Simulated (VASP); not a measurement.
Crystal: Sn3Se.

```
Sn Se
1.0
     0.00000    3.78226    3.78226
     3.78226    0.00000    3.78226
     3.78226    3.78226    0.00000
Sn Se
3 1
Direct
  0.50000 0.50000 0.50000
  0.75000 0.75000 0.75000
  0.25000 0.25000 0.25000
  0.00000 0.00000 0.00000
```

Base run:

| Quantity | Value |
| --- | --- |
| Program | VASP 6.6.1 |
| Functional | LDA |
| Potentials or basis | VASP PAW LDA potentials, release 64 (Sn_d, Se) |
| Cutoff | 520 eV |
| k mesh | 6 × 6 × 6 |
| Occupations | fermi-dirac, width 0.05 eV |
| Spin | no spin polarisation |

Its results: band gap on the k mesh zero (band 24 reaches 7.14 eV, above the bottom of band 25 at 5.36 eV); pressure -5.9 GPa.

**Question.** The run is repeated on the same cell with these changes: functional from LDA to PBEsol; potentials or basis from VASP PAW LDA potentials, release 64 (Sn_d, Se) to VASP PAW PBE potentials, release 64 (Sn_d, Se). What comes out?

**Answer.** Band gap on the k mesh zero (band 24 reaches 7.21 eV, above the bottom of band 25 at 5.40 eV); pressure -4.7 GPa.

Caveats: spin-orbit coupling is left out, which moves the levels of the heavy elements; the PAW data sets were made with another functional, which shifts forces and pressure a little (some runs).
